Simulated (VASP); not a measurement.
# MgSnO4 (Cmmm) in VASP: a series of runs

The runs below take MgSnO4 through relaxation of cell and atoms, single point, with PBE.

All numbers are computed with VASP 6.6.1; they aren't measurements. Logs are shortened: lines on timing, memory, paths and dates and some standing lists are left out, and cuts for length are marked.

## (1) The cell of the first run

It takes space group Cmmm (No. 65, orthorhombic). The conventional cell has a = 6.766 Å, b = 6.835 Å, c = 3.217 Å, α = 90.00°, β = 90.00°, γ = 90.00°. Within 2.7 Å of Mg (site symmetry mmm) lie 6 O at 2.06 to 2.09 Å. Sn (site symmetry mmm) has 6 O at 2.04 to 2.10 Å within 2.7 Å. Within 2.8 Å of O (site symmetry m2m) lie 1 Mg at 2.06 Å and 2 Sn at 2.10 Å and 1 O at 2.71 Å. O (site symmetry 2mm) has 1 Sn at 2.04 Å and 2 Mg at 2.09 Å and 1 O at 2.68 Å within 2.7 Å.

The cell was generated, and may not be a known phase.

## (2) Relaxation of cell and atoms, PBE

The input, INCAR:

```
PREC = Accurate
ENCUT = 600
EDIFF = 1E-6
ISMEAR = 0
SIGMA = 0.1
LREAL = F
LASPH = T
NELM = 100
ALGO = Normal
ISIF = 3
LWAVE = F
LCHARG = F
GGA = PE
IBRION = 2
NSW = 100
EDIFFG = -0.01
```

The input, KPOINTS:

```
Automatic mesh
0
Gamma
  8 8 12
```

The input, POSCAR:

```
MgSnO4
1.0
    3.3831323742     -3.4175217546      0.0000000000
    3.3831323742      3.4175217546      0.0000000000
    0.0000000000      0.0000000000      3.2165404879
Mg Sn O
1 1 4
Direct
    0.5000000000      0.5000000000      0.0000000000
    0.0000000000      0.0000000000      0.5000000000
    0.1984205835      0.8015794165      0.0000000000
    0.8015794165      0.1984205835      0.0000000000
    0.3020513831      0.3020513831      0.5000000000
    0.6979486169      0.6979486169      0.5000000000
```

Potentials or basis: VASP PAW PBE potentials, release 64 (Mg, Sn_d, O).

Launch:

```bash
cat potpaw_PBE.64/Mg/POTCAR potpaw_PBE.64/Sn_d/POTCAR potpaw_PBE.64/O/POTCAR > POTCAR
mpirun -np 1 vasp_std > vasp.out
```

OUTCAR:

```text
PREC = Accurate
   ENCUT = 600
   EDIFF = 1E-6
   ISMEAR = 0
   LREAL = F
   LASPH = T
   NELM = 100
   ISIF = 3
   GGA = PE
   IBRION = 2
   NSW = 100
   EDIFFG = -0.01

 ion  position               nearest neighbor table
   1  0.500  0.500  0.000-   3 2.06   4 2.06   5 2.09   6 2.09   5 2.09   6 2.09
   2  0.000  0.000  0.500-   5 2.04   6 2.04   3 2.10   4 2.10   3 2.10   4 2.10
   3  0.198  0.802  0.000-   1 2.06   2 2.10   2 2.10
   4  0.802  0.198  0.000-   1 2.06   2 2.10   2 2.10
   5  0.302  0.302  0.500-   2 2.04   1 2.09   1 2.09
   6  0.698  0.698  0.500-   2 2.04   1 2.09   1 2.09

  LATTYP: Found a base centered orthorhombic cell.
 ALAT       =     6.7662647484
 B/A-ratio  =     1.0101649527
 C/A-ratio  =     0.4753790470

  Lattice vectors:

 A1 = (   3.3831323742,  -3.4175217546,   0.0000000000)
 A2 = (   3.3831323742,   3.4175217546,   0.0000000000)
 A3 = (   0.0000000000,   0.0000000000,   3.2165404879)

Analysis of symmetry for initial positions (statically):
=====================================================================
 Subroutine PRICEL returns:
 Original cell was already a primitive cell.

 Routine SETGRP: Setting up the symmetry group for a
 base centered orthorhombic supercell.

 Subroutine GETGRP returns: Found  8 space group operations
 (whereof  8 operations were pure point group operations)
 out of a pool of  8 trial point group operations.

The static configuration has the point symmetry D_2h.

Analysis of symmetry for dynamics (positions and initial velocities):
=====================================================================
 Subroutine PRICEL returns:
 Original cell was already a primitive cell.

 Routine SETGRP: Setting up the symmetry group for a
 base centered orthorhombic supercell.

 Subroutine GETGRP returns: Found  8 space group operations
 (whereof  8 operations were pure point group operations)
 out of a pool of  8 trial point group operations.

The dynamic configuration has the point symmetry D_2h.

 Subroutine INISYM returns: Found  8 space group operations
 (whereof  8 operations are pure point group operations),
 and found     1 'primitive' translations

----------------------------------------------------------------------------------------

                                     Primitive cell

  volume of cell :      74.3788

  direct lattice vectors                    reciprocal lattice vectors
     3.383132374 -3.417521755  0.000000000     0.147792030 -0.146304848  0.000000000
     3.383132374  3.417521755  0.000000000     0.147792030  0.146304848  0.000000000
     0.000000000  0.000000000  3.216540488     0.000000000  0.000000000  0.310893024

  length of vectors
     4.808850133  4.808850133  3.216540488     0.207960555  0.207960555  0.310893024

  position of ions in fractional coordinates (direct lattice)
     0.500000000  0.500000000  0.000000000
     0.000000000  0.000000000  0.500000000
     0.198420584  0.801579416  0.000000000
     0.801579416  0.198420584  0.000000000
     0.302051383  0.302051383  0.500000000
     0.697948617  0.697948617  0.500000000

  ion indices of the primitive-cell ions
   primitive index   ion index
                 1           1
                 2           2
                 3           3
                 4           4
                 5           5
                 6           6

----------------------------------------------------------------------------------------

 KPOINTS: Automatic mesh

Automatic generation of k-mesh.
 Grid dimensions read from file:
 generate k-points for:    8    8   12

 Generating k-lattice:

  Cartesian coordinates                     Fractional coordinates (reciprocal lattice)
     0.018474004 -0.018288106  0.000000000     0.125000000  0.000000000  0.000000000
     0.018474004  0.018288106  0.000000000     0.000000000  0.125000000  0.000000000
     0.000000000  0.000000000  0.025907752     0.000000000  0.000000000  0.083333333

  Length of vectors
     0.025995069  0.025995069  0.025907752

  Shift w.r.t. Gamma in fractional coordinates (k-lattice)
     0.000000000  0.000000000  0.000000000

 Subroutine IBZKPT returns following result:
 ===========================================

 Found    147 irreducible k-points:

 Following reciprocal coordinates:
            Coordinates               Weight
  0.000000  0.000000  0.000000      1.000000
  0.125000 -0.000000  0.000000      4.000000
  0.250000 -0.000000  0.000000      4.000000
  0.375000 -0.000000  0.000000      4.000000
  0.500000 -0.000000  0.000000      2.000000
  0.125000  0.125000  0.000000      2.000000
[... 16 lines left out ...]
  0.125000 -0.000000  0.083333      8.000000
  0.250000 -0.000000  0.083333      8.000000
 [... further k-points ...]
   k-points           NKPTS =    147   k-points in BZ     NKDIM =    147   number of bands    NBANDS=     24
   number of dos      NEDOS =    301   number of ions     NIONS =      6
   total plane-waves  NPLWV =  44800
   dimension x,y,z NGX =    40 NGY =   40 NGZ =   28
   dimension x,y,z NGXF=    80 NGYF=   80 NGZF=   56
   ions per type =               1   1   4
   NGX,Y,Z   is equivalent  to a cutoff of  13.83, 13.83, 14.47 a.u.
   NGXF,Y,Z  is equivalent  to a cutoff of  27.66, 27.66, 28.94 a.u.
 SYSTEM =  unknown system
   PREC   = accura    normal or accurate (medium, high low for compatibility)
   ISTART =      0    job   : 0-new  1-cont  2-samecut
   ICHARG =      2    charge: 1-file 2-atom 10-const
   ISPIN  =      1    spin polarized calculation?
   LNONCOLLINEAR =      F non collinear calculations
   LSORBIT =      F    spin-orbit coupling
   LASPH  =      T    aspherical Exc in radial PAW
   ENCUT  =  600.0 eV  44.10 Ry    6.64 a.u.   9.60  9.60  6.42*2*pi/ulx,y,z
   NELM   =    100;   NELMIN=  2; NELMDL= -5     # of ELM steps
   EDIFF  = 0.1E-05   stopping-criterion for ELM
   LREAL  =      F    real-space projection
   EDIFFG = -.1E-01   stopping-criterion for IOM
   NSW    =    100    number of steps for IOM
   IBRION =      2    ionic relax: 0-MD 1-quasi-New 2-CG
   NFREE  =      1    steps in history (QN), initial steepest desc. (CG)
   ISIF   =      3    stress and relaxation
   ISYM   =      2    0-nonsym 1-usesym 2-fastsym
   POTIM  = 0.5000    time-step for ionic-motion
   TEBEG  =    0.0;   TEEND  =   0.0 temperature during run
   PSTRESS=    0.0 pullay stress
   NELECT =      40.0000    total number of electrons
   NUPDOWN=      -1.0000    fix difference up-down
   EMIN   =  10.00;   EMAX   =-10.00  energy-range for DOS
   EFERMI =   0.00;   METHOD = LEGACY
   ISMEAR =     0;   SIGMA  =   0.10  broadening in eV -4-tet -1-fermi 0-gaus
   EFERMI_NEDOS =   21; number of points for ismear=-14 and -15
   IALGO  =     38    algorithm
   IMIX   =      4    mixing-type and parameters
     AMIX     =   0.40;   BMIX     =  1.00
     AMIX_MAG =   1.60;   BMIX_MAG =  1.00
  volume/ion in A,a.u.               =      12.40        83.66
  Fermi-wavevector in a.u.,A,eV,Ry     =   1.331308  2.515806 24.114691  1.772380
  Thomas-Fermi vector in A             =   2.460328
   LORBIT       =      0    0 simple, 1 ext, 2 COOP (PROOUT), +10 PAW based schemes
   GGA     = PE    functional components
   LHFCALC =     F    Hartree Fock is set to
   AEXX    =    0.0000 exact exchange contribution
   IVDW    =     0    specifies the selected vdW correction
   LEPSILON=     F    determine dielectric tensor
   LRPA    =     F    only Hartree local field effects (RPA)
 conjugate gradient relaxation of ions
 non-spin polarized calculation
 Gauss-broadening in eV      SIGMA  =   0.10
  energy-cutoff  :      600.00
  volume of cell :       74.38
 maximum number of plane-waves:      2513
 NGX is ok and might be reduce to    40
   NGX = 19   NGY = 19   NGZ = 13

--------------------------------------- Ionic step        1  -------------------------------------------

 number of electron      40.0000005 magnetization

 Free energy of the ion-electron system (eV)
  ---------------------------------------------------
  ext. energy  EPLUGINS =         0.00000000
  ---------------------------------------------------
  free energy    TOTEN  =       -32.92065303 eV

  energy without entropy =      -32.86700088  energy(sigma->0) =      -32.89382696

------------------------ aborting loop because EDIFF is reached ----------------------------------------

  FORCE on cell =-STRESS in cart. coord.  units (eV):
  Direction    XX          YY          ZZ          XY          YZ          ZX
  --------------------------------------------------------------------------------------
  -------------------------------------------------------------------------------------
  Total        0.0299238     -0.0972937     -0.0857585     -0.0000000      0.0000000      0.0000000
  in kB        0.6445828     -2.0957809     -1.8473041     -0.0000000      0.0000000      0.0000000
  external PRESSURE =      -1.0995007 kB  Pullay stress =       0.0000000 kB
[... 145 lines left out ...]
  energy  without entropy=      -32.8678834438  energy(sigma->0) =      -32.89466550

--------------------------------------- Ionic step        5  -------------------------------------------

 number of electron      40.0000005 magnetization

 Free energy of the ion-electron system (eV)
  ---------------------------------------------------
  ext. energy  EPLUGINS =         0.00000000
  ---------------------------------------------------
  free energy    TOTEN  =       -32.92145121 eV

  energy without entropy =      -32.86786934  energy(sigma->0) =      -32.89466028

 E-fermi :   2.1721     XC(G=0): -10.2861

 val. band max:        2.1718760482   @ k =  -0.2500   0.1250   0.0833
 cond. band min:       2.1726043755   @ k =   0.5000  -0.0000   0.0000
 fundamental gap:      0.0007283273
 Fermi energy:         2.1720782268

 k-point     1 :       0.0000    0.0000    0.0000
  band No.  band energies     occupation
      1     -17.7478      2.00000
      2     -17.1762      2.00000
      3     -17.1453      2.00000
      4     -17.0028      2.00000
      5     -16.9204      2.00000
      6     -15.3271      2.00000
[... 637 lines left out ...]
     23       9.8977      0.00000
     24      11.7154      0.00000

 [... further k-points ...]
[... 5 lines left out ...]
  --------------------------------------------------------------------------------------
  -------------------------------------------------------------------------------------
  Total       -0.0196789     -0.0085364      0.0211785     -0.0000000      0.0000000      0.0000000
  in kB       -0.4250130     -0.1843630      0.4573988     -0.0000000      0.0000000      0.0000000
  external PRESSURE =      -0.0506591 kB  Pullay stress =       0.0000000 kB
[... 21 lines left out ...]
  FREE ENERGIE OF THE ION-ELECTRON SYSTEM (eV)
  ---------------------------------------------------
  free  energy   TOTEN  =       -32.9214512139 eV

  energy  without entropy=      -32.8678693431  energy(sigma->0) =      -32.89466028

 reached required accuracy - stopping structural energy minimisation
```

It took 7.4 min on 1 thread of AMD EPYC 9R45 (Zen 5), shared host; peak memory 0.42 GiB.

Results:

- Free energy: -32.9215 eV
- Relaxed volume: 12.36 Å³/atom
- Relaxed cell: a = 4.805 Å, b = 4.805 Å, c = 3.213 Å, α = 90.00°, β = 90.00°, γ = 90.53°
- Space group after relaxing (to 0.1 Å): Cmmm (No. 65)
- Energy gained by relaxing: 0.1 meV/atom
- Ionic steps: 5
- Pressure after relaxing: 0.0 GPa
- Band gap on the k mesh: zero (bands 20 and 21 overlap by 0.64 eV)

Forces in eV/Å, atoms in the order of the input:
```
Mg   0.000  0.000  0.000
Sn   0.000  0.000  0.000
O    0.000 -0.003  0.000
O    0.000  0.003  0.000
O    0.001  0.000  0.000
O   -0.001  0.000  0.000
```

The path:
| step | energy change (eV) | largest force (eV/Å) | pressure (GPa) | volume (Å³) |
| --- | --- | --- | --- | --- |
| 1 | 0.0000 | 0.0826 | -0.11 | 74.38 |
| 2 | -0.0007 | 0.0109 | -0.13 | 74.29 |
| 3 | -0.0007 | 0.0072 | -0.13 | 74.28 |
| 4 | -0.0008 | 0.0030 | 0.09 | 74.16 |
| 5 | -0.0008 | 0.0030 | -0.01 | 74.18 |

Final structure:
```
Mg Sn O
1.0
     3.38183   -3.41325    0.00000
     3.38183    3.41325    0.00000
     0.00000    0.00000    3.21336
Mg Sn O
1 1 4
Direct
  0.50000 0.50000 0.00000
  0.00000 0.00000 0.50000
  0.19907 0.80093 0.00000
  0.80093 0.19907 0.00000
  0.30271 0.30271 0.50000
  0.69729 0.69729 0.50000
```

Caveat: semilocal functionals underestimate gaps, and a narrow one can read as zero; spin-orbit coupling is left out, which moves the levels of the heavy elements.

## (3) Single point, PBE

The input, INCAR:

```
SYSTEM = MgSnO4
PREC = Accurate ; ENCUT = 520
EDIFF = 1E-6 ; ISMEAR = 0
SIGMA = 0.1 ; LREAL = .False.
LASPH = .True. ; NELM = 100
ALGO = Normal ; ISIF = 2
LWAVE = .False. ; LCHARG = .False.
GGA = PE ; NBANDS = 29
```

The input, KPOINTS:

```
Automatic mesh
0
Gamma
  4 4 6
  0 0 0
```

POSCAR is that of step 2.

Potentials or basis: VASP PAW PBE potentials, release 64 (Mg, Sn_d, O).

Launch:

```bash
cat potpaw_PBE.64/Mg/POTCAR potpaw_PBE.64/Sn_d/POTCAR potpaw_PBE.64/O/POTCAR > POTCAR
mpirun -np 1 vasp_std > vasp.out
```

Wall time 38 s (1 thread of Intel Xeon Platinum 8488C (Sapphire Rapids), shared host); peak memory 0.21 GiB.

Results (log left out):

- Free energy: -32.9102 eV
- Pressure: 0.1 GPa
- Largest force: 0.079 eV/Å
- Band gap on the k mesh: zero (bands 20 and 21 overlap by 0.63 eV)

Forces in eV/Å, atoms in the order of the input:
```
Mg   0.000  0.000  0.000
Sn   0.000  0.000  0.000
O    0.000 -0.071  0.000
O    0.000  0.071  0.000
O    0.079  0.000  0.000
O   -0.079  0.000  0.000
```

Stress tensor (GPa, compression positive):
```
 0.24  0.00  0.00
 0.00 -0.10  0.00
 0.00  0.00  0.08
```

Levels at points of the mesh, in eV from the Fermi level:
```csv
k point,band 17,band 18,band 19,band 20,band 21,band 22,band 23,band 24
"(0.00, 0.00, 0.00)",-0.30,-0.17,0.03,0.19,0.57,3.59,7.42,9.54
"(0.50, 0.00, 0.00)",-0.81,-0.27,-0.17,0.00,0.27,5.17,7.38,9.43
"(0.50, 0.50, 0.00)",-0.65,-0.56,-0.40,-0.38,-0.21,5.22,8.13,10.01
"(0.00, 0.00, 0.50)",-1.05,-0.86,-0.74,-0.51,-0.45,6.63,9.70,11.29
"(0.50, 0.00, 0.50)",-0.89,-0.32,-0.23,-0.08,0.06,6.69,9.69,9.89
"(0.50, 0.50, 0.50)",-0.74,-0.33,-0.19,-0.01,0.17,5.85,9.17,9.74
```

Caveat: semilocal functionals underestimate gaps, and a narrow one can read as zero; spin-orbit coupling is left out, which moves the levels of the heavy elements.

(Continued in part 2 of 2.)
